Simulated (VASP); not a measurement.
# TiSi16 (a cell with a defect): single point with PBE+D3(BJ)

The system is TiSi16 (a cell with a defect).

```xyz
17
Lattice="0.0000 5.4300 5.4300 5.4300 0.0000 5.4300 5.4300 5.4300 0.0000" Properties=species:S:1:pos:R:3 pbc="T T T"
Si   -0.1436    0.1356   -0.1423
Si    1.2576    1.2206    1.2584
Si    2.7835    2.6445   -0.1052
Si    4.2115    4.1634    1.2632
Si    2.6661   -0.0055    2.6678
Si    3.9436    1.4880    3.9469
Si    5.4421    2.7611    2.6728
Si    6.8227    4.0416    4.0711
Si   -0.1065    2.6445    2.7844
Si    1.2615    4.1635    4.2125
Si    2.7885    5.5293    2.7900
Si    4.1989    6.6619    4.1996
Si    2.6700    2.7617    5.4452
Si    4.0698    4.0422    6.8242
Si    5.5463    5.3199    5.5475
Si    6.8264    6.7903    6.8290
Ti    7.7365    3.1178    7.7374
```

```
Program                : VASP 6.6.1
Task                   : single point
Functional             : PBE
Dispersion             : D3(BJ)
Potentials or basis    : VASP PAW PBE potentials, release 64 (Si, Ti_sv)
Cutoff                 : 520 eV
k mesh                 : 2 × 2 × 2
Occupations            : gaussian, width 0.02 eV
Spin                   : no spin polarisation
Dipole correction      : no
Further INCAR settings : LREAL = Auto; ALGO = Normal; EDIFF = 1e-07; NBANDS = 52
```

| Item | Value |
| --- | --- |
| Pressure | 2.1 GPa |
| Largest force | 2.056 eV/Å |
| Band gap on the k mesh | zero (bands 38 and 39 overlap by 0.37 eV) |
| Dispersion energy per atom | -0.343 eV |

Forces on the atoms (eV/Å):
```
Si  -0.152  0.159 -0.149
Si  -0.177  0.018 -0.176
Si  -0.054  0.058  0.060
Si  -0.021  0.168 -0.167
Si  -0.106  0.036 -0.106
Si  -0.134  0.135 -0.135
Si  -0.035  0.106 -0.106
Si  -0.064  0.060 -0.040
Si   0.064  0.061 -0.056
Si  -0.163  0.164 -0.026
Si  -0.076 -0.080 -0.074
Si  -0.020  0.038 -0.015
Si  -0.106  0.106 -0.036
Si  -0.041  0.058 -0.063
Si  -0.048  0.044 -0.049
Si  -0.059  0.041 -0.061
Ti   1.191 -1.170  1.200
```

Stress tensor (GPa, compression positive):
```
 2.11  0.67 -0.68
 0.67  2.10  0.67
-0.68  0.67  2.11
```

Levels at points of the mesh, in eV from the Fermi level:
```tsv
k point	band 35	band 36	band 37	band 38	band 39	band 40	band 41	band 42
(0.00, 0.00, 0.00)	-1.20	-0.76	-0.45	-0.27	-0.26	-0.13	-0.13	0.10
(0.50, 0.00, 0.00)	-1.44	-1.30	-0.44	-0.01	0.20	0.56	0.62	0.77
(0.00, 0.50, 0.00)	-1.38	-1.38	-0.18	-0.18	-0.06	0.69	0.71	0.78
(0.00, 0.00, 0.50)	-1.44	-1.30	-0.44	0.00	0.20	0.56	0.62	0.77
(0.50, 0.50, 0.50)	-1.45	-1.30	-0.44	-0.01	0.20	0.56	0.63	0.77
(0.50, 0.50, 0.00)	-1.88	-1.84	-0.27	0.10	0.28	0.48	0.93	0.98
(0.00, 0.50, 0.50)	-1.88	-1.84	-0.27	0.10	0.28	0.48	0.93	0.98
(0.50, 0.00, 0.50)	-1.88	-1.84	-0.26	0.11	0.28	0.48	0.93	0.98
```

Wall time 12 min on 1 thread of Intel Xeon 8259CL, on a shared host, peak memory 0.49 GiB.

Caveat: the k points lie up to 0.50 Å⁻¹ apart.
